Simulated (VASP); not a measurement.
The system is Sc4SiN.

```
CELL_PARAMETERS angstrom
3.09114 0.00000 0.00000
0.00000 3.09114 0.00000
0.00000 0.00000 10.81093
ATOMIC_POSITIONS crystal
Sc 0.50000 0.50000 0.17034
Sc 0.00000 0.00000 0.65261
Sc 0.00000 0.00000 0.34739
Sc 0.50000 0.50000 0.82966
Si 0.50000 0.50000 0.50000
N 0.00000 0.00000 0.00000
```

| Quantity | Value |
| --- | --- |
| Program | VASP 6.6.1 |
| Task | relaxation of cell and atoms |
| Functional | PBE |
| Potentials or basis | VASP PAW PBE potentials, release 64 (Sc_sv, Si, N) |
| Cutoff | 600 eV |
| k mesh | 6 × 6 × 2 |
| Occupations | gaussian, width 0.1 eV |
| Spin | no spin polarisation |

At the start: pressure 6.3 GPa; volume 17.22 Å³/atom.

Problem. Where does the relaxation end?

Solution. Over 17 steps the energy falls by 649.3 meV/atom and the volume is 17.20 Å³/atom (-0.1 %); space group P4/mmm (No. 123, to 0.05 Å).

Step by step:
```
step  energy change (eV)  largest force (eV/Å)  pressure (GPa)  volume (Å³)
   1              0.0000                4.4439            6.30       103.30
   2             -1.7320                3.1022           -4.44       113.72
   3             -1.9089                0.6989          -10.22       125.30
   4             -2.0627                1.7016           -8.40       120.34
   5             -2.9210                1.4577           -0.76       107.59
   6             -2.9253                1.5319            0.04       106.73
   7             -3.6617                1.1140            4.98        99.99
   8             -3.6712                1.2844            6.17        98.87
   9             -3.7548                0.6462           -4.40       108.34
  10             -3.8840                0.2124           -0.40       104.04
  11             -3.8842                0.2221           -0.26       103.91
  12             -3.8840                0.2337           -0.16       103.81
  13             -3.8912                0.1631           -0.01       103.45
  14             -3.8952                0.0494            0.25       102.88
  15             -3.8952                0.0600            0.24       102.93
  16             -3.8956                0.0585           -0.27       103.39
  17             -3.8958                0.0366           -0.10       103.23
```

Final structure:
```
Sc Si N
1.0
     2.95068    0.00000    0.00000
     0.00000    2.95068    0.00000
     0.00000    0.00000   11.85648
Sc Si N
4 1 1
Cartesian
  1.4753 1.4753 1.2928
  0.0000 0.0000 7.7895
  2.9507 0.0000 4.0670
  1.4753 1.4753 10.5637
  1.4753 1.4753 5.9282
  0.0000 0.0000 0.0000
```
